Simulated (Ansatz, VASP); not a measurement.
MgScC4N4 in VASP and in Ansatz

```xyz
10
Lattice="6.0853 0.0000 0.0000 0.0000 6.0853 0.0000 0.0000 0.0000 6.0853" Properties=species:S:1:pos:R:3 pbc="T T T"
Mg    0.0000    0.0000    0.0000
Sc    3.0426    3.0426    3.0426
C     1.1432    1.1432    1.1432
C     1.1432    4.9421    4.9421
C     4.9421    1.1432    4.9421
C     4.9421    4.9421    1.1432
N     1.8187    1.8187    1.8187
N     1.8187    4.2666    4.2666
N     4.2666    1.8187    4.2666
N     4.2666    4.2666    1.8187
```

Alike in both runs: task single point; functional PBE; k mesh 4 × 4 × 4; occupations gaussian, width 0.1 eV; collinear spin.

|  | VASP | Ansatz |
| --- | --- | --- |
| version | VASP 6.6.1 | Ansatz 0.2.0 |
| potentials or method | VASP PAW PBE potentials, release 64 (Mg, Sc_sv, C, N), cutoff 520 eV | scalar-relativistic, plane waves, PAW |
| valence electrons in the cell | 49 | 57 |

Ansatz gave:

- gap on the k mesh at the Fermi level (eV): none
- pressure (GPa): 5.1
- rms of the force components (eV/Å): 0.622
- net moment per atom (μB): 0.10
- size of the moment on the site where the two differ most (μB): 0.33

**Question.** What did VASP give for the same quantities?

**Answer.** gap on the k mesh at the Fermi level (eV): none; pressure (GPa): 5.6; rms of the force components (eV/Å): 0.542; net moment per atom (μB): 0.10; size of the moment on the site where the two differ most (μB): 0.48.

Site moments also hang on the region over which each program counts them. Atom by atom the forces differ by 0.189 eV/Å (rms over components). A gap of «none» marks a metal or a gap that the smearing closes. With one functional, cell and mesh, what is left measures potentials, basis and numerics. VASP's potentials hold 49 valence electrons a cell and Ansatz's 57, so a difference there can come from the potentials and not from the codes.

Noted on VASP's run: the standard files for N, O and F lose accuracy on very short bonds.
